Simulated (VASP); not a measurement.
Write the native input for VASP 6.6.1 that does the following.

| Property | Result |
| --- | --- |
| Task | relaxation of cell and atoms |
| Functional | PBE |
| Potentials or basis | VASP PAW PBE potentials, release 64 (Dy_3, O), 4f in core |
| Cutoff | 600 eV |
| k mesh | 4 × 4 × 6 |
| Occupations | gaussian, width 0.1 eV |
| Spin | no spin polarisation |
| Dipole correction | no |
| Mended | yes |
| Further INCAR settings | ALGO = Normal; EDIFF = 1e-07; IBRION = 2; EDIFFG = -0.04; NSW = 90; ISIF = 3 |

The structure of Dy3O2 lies in POSCAR:

```
Dy3O2
1.0
    5.0200864800      0.0000000000      0.0000000000
    0.0000000000      5.0200864800      0.0000000000
    0.0000000000      0.0000000000      3.6807533900
Dy O
3 2
Direct
    0.5000000000      0.5000000000      0.5000000000
    0.0000000000      0.5000000000      0.5000000000
    0.5000000000      0.0000000000      0.5000000000
    0.0000000000      0.0000000000      0.0000000000
    0.0000000000      0.0000000000      0.5000000000
```

The cell was built from a structure type or drawn by symmetry, and may not be a known phase.

The input as run:

INCAR

```
PREC = Accurate
ENCUT = 600
EDIFF = 1E-7
ISMEAR = 0
SIGMA = 0.1
LREAL = False
LASPH = True
NELM = 200
ALGO = Normal
ISIF = 3
LWAVE = False
LCHARG = False
GGA = PE
IBRION = 2
NSW = 90
EDIFFG = -0.04
GGA_COMPAT = False
NELMIN = 4
LMAXMIX = 6
```

KPOINTS

```
regular mesh
0
Gamma
  4 4 6
```

Potentials or basis: VASP PAW PBE potentials, release 64 (Dy_3, O), 4f in core.

Command:

```console
$ cat potpaw_PBE.64/Dy_3/POTCAR potpaw_PBE.64/O/POTCAR > POTCAR
$ mpirun -np 1 vasp_std > vasp.out
```

Results of the run:

- Relaxed volume: 22.25 Å³/atom
- Relaxed cell: a = 5.496 Å, b = 5.496 Å, c = 3.683 Å, α = 90.00°, β = 90.00°, γ = 90.00°
- Space group after relaxing (to 0.1 Å): P4/mmm (No. 123)
- Energy gained by relaxing: 125.2 meV/atom
- Ionic steps: 6
- Pressure after relaxing: 0.0 GPa
- Band gap on the k mesh: zero (an odd number of electrons rules out a gap without spin polarisation)

Caveat: the volume moved by over 15 % at a fixed basis, so the end points are rough; spin-orbit coupling is left out, which moves the levels of the heavy elements; the 4f electrons are frozen in the core, so they carry no moment and show no levels; an odd number of electrons without spin polarisation forces a metal; a magnetic or distorted state may lie lower; the run has no spin polarisation, though such a crystal can be magnetic.

Run time: 4.7 min on 1 thread of Intel(R) Xeon(R) Platinum 8124M CPU @ 3.00GHz (Skylake/Cascade Lake), with other jobs on the host, peak memory 0.26 GiB.
